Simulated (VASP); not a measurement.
Here is a VASP 6.6.1 calculation.

The input INCAR:

```
SYSTEM = Cd
  PREC = Accurate
  ENCUT = 520
  EDIFF = 1E-6
  ISMEAR = 0
  SIGMA = 0.05
  LREAL = .False.
  LASPH = .True.
  NELM = 100
  ALGO = Normal
  ISIF = 2
  LWAVE = .False.
  LCHARG = .False.
  GGA = PE
  NBANDS = 12
```

File KPOINTS:

```
Automatic mesh
0
Gamma
  8 8 8
  0 0 0
```

Contents of POSCAR:

```
Cd
1.0
   -1.7893004768      1.7893004768      1.7893004768
    1.7893004768     -1.7893004768      1.7893004768
    1.7893004768      1.7893004768     -1.7893004768
Cd
1
Direct
    0.0000000000      0.0000000000      0.0000000000
```

Potentials or basis: VASP PAW PBE potentials, release 64 (Cd).

Launch:

```console
$ cat potpaw_PBE.64/Cd/POTCAR > POTCAR
$ mpirun -np 1 vasp_std > vasp.out
```

(1) What does it give for the pressure?

(2) Predict the band gap on the k mesh.

Results:

(1) 0.6 GPa.

(2) zero (bands 6 and 7 overlap by 4.39 eV).
